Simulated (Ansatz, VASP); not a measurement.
Given: the input of a run of VASP 6.6.1 on Hf.

Contents of INCAR:

```
SYSTEM = Hf
PREC     = Accurate       ! precision mode
ENCUT    = 500            ! plane-wave cutoff, eV
EDIFF    = 1E-6           ! SCF threshold, eV
ISMEAR   = 0              ! smearing method
SIGMA    = 0.022          ! smearing width, eV
LREAL    = .FALSE.        ! projectors in reciprocal space
LASPH    = .TRUE.         ! aspherical terms in the spheres
NELM     = 120            ! most SCF steps
ALGO     = Normal         ! electronic algorithm
ISIF     = 2              ! what is computed and relaxed
LWAVE    = .FALSE.        ! write WAVECAR
LCHARG   = .FALSE.        ! write CHGCAR
GGA      = PE             ! functional
NBANDS   = 11             ! bands
GGA_COMPAT= .FALSE.
```

File KPOINTS:

```
Automatic mesh
0
G
  10 10 10
  0 0 0
```

POSCAR

```
Hf
1.0
   -1.8050000000      1.8050000000      1.8050000000
    1.8050000000     -1.8050000000      1.8050000000
    1.8050000000      1.8050000000     -1.8050000000
Hf
1
Direct
    0.0000000000      0.0000000000      0.0000000000
```

Potentials or basis: VASP PAW PBE potentials, release 64 (Hf_pv).

Run with:

```console
$ cat potpaw_PBE.64/Hf_pv/POTCAR > POTCAR
$ mpirun -np 1 vasp_std > vasp.out
```

Task: Set up the same calculation for Ansatz 0.2.0. Potentials there: Ansatz PAW.

Result: As run (the cutoff follows the program's own potentials):

File input.yaml:

```yaml
crystal:
  lattice:
    - [-1.805, 1.805, 1.805]
    - [1.805, -1.805, 1.805]
    - [1.805, 1.805, -1.805]
  atoms:
    - { symbol: Hf, position: [0.0, 0.0, 0.0] }
hamiltonian:
  xc: pbe
  pseudopotentials: { kind: paw }
kpoints:
  mp_grid: { grid: [10, 10, 10] }
scf:
  occupations: { method: gaussian, width: 0.022 }
output:
  forces: true
  stress: true
  eigenvalues: true
```

Potentials or basis: Ansatz PAW.

Command:

```sh
$ ansatz run input.yaml --threads 2 --pin off --max-ram 5632MiB --backend cpu --events-out ev --progress --plain --runs-dir out
```

Both were run:

|  | VASP | Ansatz | Ansatz less VASP |
| --- | --- | --- | --- |
| gap on the k mesh at the Fermi level (eV) | none | none | - |
| pressure (GPa) | -5.4 | -5.0 | +0.35 |

A gap of «none» marks a metal or a gap that the smearing closes. With one functional, cell and mesh, what is left measures potentials, basis and numerics. VASP's potentials hold 10 valence electrons a cell and Ansatz's 26, so a difference there can come from the potentials and not from the codes.

Neither program's run includes spin-orbit coupling.
